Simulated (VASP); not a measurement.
# Al (P6_3/mmc) in VASP: notebook, part 2 of 2

VASP 6.6.1. Earlier steps stand in the parts before.

## Step 4: Single point, PBE

This run uses another cell than the first one, of 15.70 Å³/atom, 1.129 times its volume.

INCAR reads:

```
PREC = Accurate
ENCUT = 520
EDIFF = 1E-6
ISMEAR = -1
SIGMA = 0.05
LREAL = False
LASPH = True
NELM = 80
ALGO = Normal
ISIF = 2
LWAVE = False
LCHARG = False
GGA = PE
NBANDS = 10
```

KPOINTS reads:

```
regular mesh
0
Gamma
  11 11 6
```

POSCAR reads:

```
Al
1.0
    2.7990789336      0.0000000000      0.0000000000
   -1.3995394668      2.4240734637      0.0000000000
    0.0000000000      0.0000000000      4.6272430855
Al
2
Direct
    0.3333333333      0.6666666667      0.2500000000
    0.6666666667      0.3333333333      0.7500000000
```

Potentials or basis: VASP PAW PBE potentials, release 64 (Al).

Launch:

```console
$ cat potpaw_PBE.64/Al/POTCAR > POTCAR
$ mpirun -np 1 vasp_std > vasp.out
```

OUTCAR:

```text
PREC = Accurate
   ENCUT = 520
   EDIFF = 1E-6
   ISMEAR = -1
   LREAL = False
   LASPH = True
   NELM = 80
   ISIF = 2
   GGA = PE

 ion  position               nearest neighbor table
   1  0.333  0.667  0.250-   2 2.82   2 2.82   2 2.82   2 2.82   2 2.82   2 2.82
   2  0.667  0.333  0.750-   1 2.82   1 2.82   1 2.82   1 2.82   1 2.82   1 2.82

  LATTYP: Found a hexagonal cell.
 ALAT       =     2.7990789336
 C/A-ratio  =     1.6531306173

  Lattice vectors:

 A1 = (   2.7990789336,   0.0000000000,   0.0000000000)
 A2 = (  -1.3995394668,   2.4240734637,   0.0000000000)
 A3 = (   0.0000000000,   0.0000000000,   4.6272430855)

Analysis of symmetry for initial positions (statically):
=====================================================================
 Subroutine PRICEL returns:
 Original cell was already a primitive cell.

 Routine SETGRP: Setting up the symmetry group for a
 hexagonal supercell.

 Subroutine GETGRP returns: Found 24 space group operations
 (whereof 12 operations were pure point group operations)
 out of a pool of 24 trial point group operations.

The static configuration has the point symmetry D_3d.
 The point group associated with its full space group is D_6h.

Analysis of symmetry for dynamics (positions and initial velocities):
=====================================================================
 Subroutine PRICEL returns:
 Original cell was already a primitive cell.

 Routine SETGRP: Setting up the symmetry group for a
 hexagonal supercell.

 Subroutine GETGRP returns: Found 24 space group operations
 (whereof 12 operations were pure point group operations)
 out of a pool of 24 trial point group operations.

The dynamic configuration has the point symmetry D_3d.
 The point group associated with its full space group is D_6h.

 Subroutine INISYM returns: Found 24 space group operations
 (whereof 12 operations are pure point group operations),
 and found     1 'primitive' translations
[... 108 lines left out ...]
   EMIN   =  10.00;   EMAX   =-10.00  energy-range for DOS
[... 5 lines left out ...]
     AMIX     =   0.40;   BMIX     =  1.00
     AMIX_MAG =   1.60;   BMIX_MAG =  1.00
  volume/ion in A,a.u.               =      15.70       105.94
  Fermi-wavevector in a.u.,A,eV,Ry     =   0.942969  1.781953 12.098176  0.889191
  Thomas-Fermi vector in A             =   2.070631
   LORBIT       =      0    0 simple, 1 ext, 2 COOP (PROOUT), +10 PAW based schemes
   GGA     = PE    functional components
   LHFCALC =     F    Hartree Fock is set to
   AEXX    =    0.0000 exact exchange contribution
   IVDW    =     0    specifies the selected vdW correction
   LEPSILON=     F    determine dielectric tensor
   LRPA    =     F    only Hartree local field effects (RPA)
 non-spin polarized calculation
  energy-cutoff  :      520.00
  volume of cell :       31.40
 maximum number of plane-waves:       857
 NGX is ok and might be reduce to    24
   NGX = 11   NGY = 11   NGZ = 17

 number of electron       6.0000000 magnetization

 Free energy of the ion-electron system (eV)
  ---------------------------------------------------
  ext. energy  EPLUGINS =         0.00000000
  ---------------------------------------------------
  free energy    TOTEN  =        -7.42710656 eV

  energy without entropy =       -7.42229743  energy(sigma->0) =       -7.42470200

 E-fermi :   8.5505     XC(G=0): -10.3796

 val. band max:        8.4435623330   @ k =   0.4545  -0.0000   0.0000
 cond. band min:       8.5516161970   @ k =   0.3636   0.0000   0.5000
 fundamental gap:      0.1080538640
 Fermi energy:         8.5505229736

 k-point     1 :       0.0000    0.0000    0.0000
  band No.  band energies     occupation
      1      -2.9559      2.00000
      2       3.6702      2.00000
      3       3.9259      2.00000
      4      19.7268      0.00000
      5      19.7268      0.00000
      6      19.9539      0.00000
      7      19.9539      0.00000
      8      20.7290      0.00000
      9      23.0967      0.00000
     10      23.2164      0.00000
[... 287 lines left out ...]
 k-point    24 :       0.1818    0.0909    0.1667
  band No.  band energies     occupation
      1      -1.3171      2.00000
      2       3.1583      2.00000
      3       7.4903      2.00000
      4      11.8539      0.00000
      5      13.8391      0.00000
      6      16.0819      0.00000
      7      17.9792      0.00000
      8      19.6192      0.00000
      9      19.9166      0.00000
     10      21.5133      0.00000

 [... further k-points ...]
[... 5 lines left out ...]
  --------------------------------------------------------------------------------------
  -------------------------------------------------------------------------------------
  Total        0.9746730      0.9746730      0.9742526      0.0000000      0.0000000      0.0000000
  in kB       49.7377643     49.7377643     49.7163119      0.0000000      0.0000000      0.0000000
  external PRESSURE =      49.7306135 kB  Pullay stress =       0.0000000 kB

 VOLUME and BASIS-vectors are now :
 -----------------------------------------------------------------------------
  energy-cutoff  :      520.00
  volume of cell :       31.40
      direct lattice vectors                 reciprocal lattice vectors
     2.799078934  0.000000000  0.000000000     0.357260379  0.206264376  0.000000000
    -1.399539467  2.424073464  0.000000000     0.000000000  0.412528752  0.000000000
     0.000000000  0.000000000  4.627243085     0.000000000  0.000000000  0.216111404

 POSITION                                       TOTAL-FORCE (eV/Angst)
 -----------------------------------------------------------------------------------
     -0.00000      1.61605      1.15681        -0.000000     -0.000000     -0.000000
      1.39954      0.80802      3.47043         0.000000      0.000000      0.000000
 -----------------------------------------------------------------------------------
    total drift:                                0.000000     -0.000000      0.000000

  FREE ENERGIE OF THE ION-ELECTRON SYSTEM (eV)
  ---------------------------------------------------
  free  energy   TOTEN  =        -7.4271065648 eV

  energy  without entropy=       -7.4222974277  energy(sigma->0) =       -7.42470200
```

stdout:

```text
POSCAR found type information on POSCAR Al
 POSCAR found :  1 types and       2 ions
 scaLAPACK will be used
 LDA part: xc-table for (Slater+PW92), standard interpolation
 POSCAR, INCAR and KPOINTS ok, starting setup
 FFT: planning ... GRIDC
 FFT: planning ... GRID_SOFT
 FFT: planning ... GRID
 WAVECAR not read
 entering main loop
```

It took 4.9 s on 1 thread of Intel Xeon 6975P-C (Granite Rapids), shared host; peak memory 0.15 GiB.

What came out:

| Quantity | Value |
| --- | --- |
| Free energy | -7.4271 eV |
| Pressure | 5.0 GPa |
| Band gap on the k mesh | zero (band 3 reaches 12.56 eV, above the bottom of band 4 at 5.43 eV) |

Levels at points of the mesh, in eV from the Fermi level:
| k point | band 1 | band 2 | band 3 | band 4 | band 5 | band 6 | band 7 |
| --- | --- | --- | --- | --- | --- | --- | --- |
| (0.00, 0.00, 0.00) | -11.51 | -4.88 | -4.62 | 11.18 | 11.18 | 11.40 | 11.40 |
| (0.00, 0.00, 0.50) | -9.79 | -9.79 | 3.29 | 3.29 | 12.27 | 12.27 | 12.27 |

## Step 5: Single point, PBE

This run uses another cell than the first one, of 16.64 Å³/atom, 1.196 times its volume.

INCAR reads:

```
SYSTEM = Al
PREC = Accurate
ENCUT = 520
EDIFF = 1E-6
ISMEAR = -1
SIGMA = 0.05
LREAL = .False.
LASPH = .True.
NELM = 100
ALGO = Normal
ISIF = 2
LWAVE = .False.
LCHARG = .True.
GGA = PE
LELF = .True.
LVHAR = .True.
NBANDS = 10
```

KPOINTS reads:

```
regular mesh
0
Gamma
  11 11 6
  0 0 0
```

POSCAR reads:

```
Al
1.0
    2.8539725649      0.0000000000      0.0000000000
   -1.4269862824      2.4716127429      0.0000000000
    0.0000000000      0.0000000000      4.7169258358
Al
2
Direct
    0.3333333333      0.6666666667      0.2500000000
    0.6666666667      0.3333333333      0.7500000000
```

Launch:

```console
$ cat potpaw_PBE.64/Al/POTCAR > POTCAR
$ mpirun -np 1 vasp_std > vasp.out
```

Run time: 5.4 s. Hardware: 1 thread of Intel Xeon 6975P-C (Granite Rapids), shared host; peak memory 0.15 GiB.

It converged, with:

- Free energy: -7.4546 eV
- Pressure: 0.0 GPa
- Band gap on the k mesh: zero (band 3 reaches 11.84 eV, above the bottom of band 4 at 4.87 eV)

Levels at points of the mesh, in eV from the Fermi level:
```
           k point  band 1  band 2  band 3  band 4  band 5  band 6  band 7
(0.00, 0.00, 0.00)  -11.09   -4.63   -4.52   10.69   10.69   11.08   11.08
(0.00, 0.00, 0.50)   -9.43   -9.43    3.20    3.20   11.91   11.91   11.91
```

## Step 6: Relaxation of cell and atoms, PBE, target pressure 5 GPa, at which the enthalpy is minimised

This run uses another cell than the first one, of 16.67 Å³/atom, 1.199 times its volume.

INCAR reads:

```
SYSTEM = Al
PREC = Accurate ; ENCUT = 600
EDIFF = 1E-6 ; ISMEAR = -1
SIGMA = 0.05 ; LREAL = .FALSE.
LASPH = .TRUE. ; NELM = 80
ALGO = Normal ; ISIF = 3
LWAVE = .FALSE. ; LCHARG = .FALSE.
GGA = PE ; IBRION = 2
NSW = 80 ; EDIFFG = -0.01
PSTRESS = 50.0
```

KPOINTS reads:

```
Automatic mesh
0
G
  11 11 6
  0 0 0
```

POSCAR reads:

```
Al
1.0
    2.8124553515      0.0000000000      0.0000000000
   -1.4062276757      2.4356577814      0.0000000000
    0.0000000000      0.0000000000      4.8668500000
Al
2
Direct
    0.3333333333      0.6666666667      0.2500000000
    0.6666666667      0.3333333333      0.7500000000
```

Potentials or basis: VASP PAW PBE potentials, release 64 (Al).

Launch:

```console
$ cat potpaw_PBE.64/Al/POTCAR > POTCAR
$ mpirun -np 1 vasp_std > vasp.out
```

Wall time 17 s (1 thread of Intel Xeon 6975P-C (Granite Rapids), shared host); peak memory 0.16 GiB.

It converged, with:

```
Free energy                                            : -7.4271 eV
Relaxed volume                                         : 15.69 Å³/atom
Relaxed cell                                           : a = 2.799 Å, b = 2.799 Å, c = 4.626 Å, α = 90.00°, β = 90.00°, γ = 120.00°
Space group after relaxing (to 0.05 Å)                 : P6_3/mmc (No. 194)
Energy change on relaxing (the enthalpy is what falls) : +4.4 meV/atom
Ionic steps                                            : 7
Pressure after relaxing                                : 5.0 GPa
Band gap on the k mesh                                 : zero (band 3 reaches 12.57 eV, above the bottom of band 4 at 5.43 eV)
```

The path:
```
step  energy change (eV)  largest force (eV/Å)  pressure (GPa)  volume (Å³)
   1              0.0000                0.0000            0.13        33.34
   2              0.0320                0.0000            6.53        30.95
   3              0.0265                0.0000            5.99        31.11
   4              0.0181                0.0000            5.87        31.12
   5              0.0180                0.0000            5.87        31.12
   6              0.0058                0.0000            4.70        31.49
   7              0.0088                0.0000            5.00        31.39
```

Final structure:
```xyz
2
Lattice="2.7989 0.0000 0.0000 -1.3995 2.4240 0.0000 0.0000 0.0000 4.6264" Properties=species:S:1:pos:R:3 pbc="T T T"
Al    0.0000    1.6160    1.1566
Al    1.3995    0.8080    3.4698
```

Levels at points of the mesh, in eV from the Fermi level:
```tsv
k point	band 1	band 2	band 3	band 4	band 5	band 6
(0.00, 0.00, 0.00)	-11.51	-4.88	-4.62	11.18	11.18	11.40
(0.00, 0.00, 0.50)	-9.79	-9.79	3.30	3.30	12.27	12.27
```

Caveat: the cell is relaxed towards a set pressure, so the enthalpy falls and the energy may rise.

## Step 7: The runs side by side

```tsv
task	cell	cutoff (eV)	gap on the mesh (eV)	pressure (GPa)
single point	a = 2.691, b = 2.691, c = 4.434 Å, angles 90.0, 90.0, 120.0°, 2 atoms	520	none	20.0
single point	a = 2.756, b = 2.756, c = 4.554 Å, angles 90.0, 90.0, 120.0°, 2 atoms	520	none	10.0
single point	a = 2.799, b = 2.799, c = 4.627 Å, angles 90.0, 90.0, 120.0°, 2 atoms	520	none	5.0
single point	a = 2.854, b = 2.854, c = 4.717 Å, angles 90.0, 90.0, 120.0°, 2 atoms	520	none	0.0
relaxation of cell and atoms	relaxed to 5 GPa from a = 2.812, b = 2.812, c = 4.867 Å, angles 90.0, 90.0, 120.0°, 2 atoms	600	none	5.0
```

Alike in all rows: level PBE; potentials or basis VASP PAW PBE potentials, release 64 (Al); no spin polarisation; k mesh 11 × 11 × 6; smearing fermi-dirac 0.05 eV.

Caveats: the cell is relaxed towards a set pressure, so the enthalpy falls and the energy may rise (some runs).

Total energies depend on the potentials used, so only differences within one code and one set of settings carry meaning.
